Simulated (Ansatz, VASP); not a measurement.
## Two plane-wave programs on Ti2Al3Ru

```
CELL_PARAMETERS angstrom
5.06471 0.00000 0.00000
-2.53235 4.38617 0.00000
0.00000 0.00000 4.59247
ATOMIC_POSITIONS crystal
Ti 0.33333 0.66667 0.00000
Ti 0.66667 0.33333 0.00000
Al 0.50000 0.00000 0.50000
Al 0.50000 0.50000 0.50000
Al 0.00000 0.50000 0.50000
Ru 0.00000 0.00000 0.00000
```

Change from the starting cell: species swapped into the GdCo3B2 type (P6/mmm, No. 191).

Alike in both runs: functional PBE; k mesh 12 × 12 × 8; occupations gaussian, width 0.1 eV; no spin polarisation.

Ansatz relaxed the structure, and its values are those at the end. VASP's run is a single point on that final structure, the one shown.

```csv
,VASP,Ansatz
version,VASP 6.6.1,Ansatz 0.2.0
potentials or method,"VASP PAW PBE potentials, release 64 (Ti_sv, Al, Ru_pv), cutoff 520 eV","scalar-relativistic, plane waves, PAW"
valence electrons in the cell,47,49
```

Ansatz gave:

| Quantity | Value |
| --- | --- |
| gap on the k mesh at the Fermi level (eV) | none |
| pressure (GPa) | 0.0 |

**Question.** Estimate VASP's values.

**Answer.** gap on the k mesh at the Fermi level (eV): none; pressure (GPa): -0.1.

A gap of «none» marks a metal or a gap that the smearing closes. VASP's potentials hold 47 valence electrons a cell and Ansatz's 49, so a difference there can come from the potentials and not from the codes.
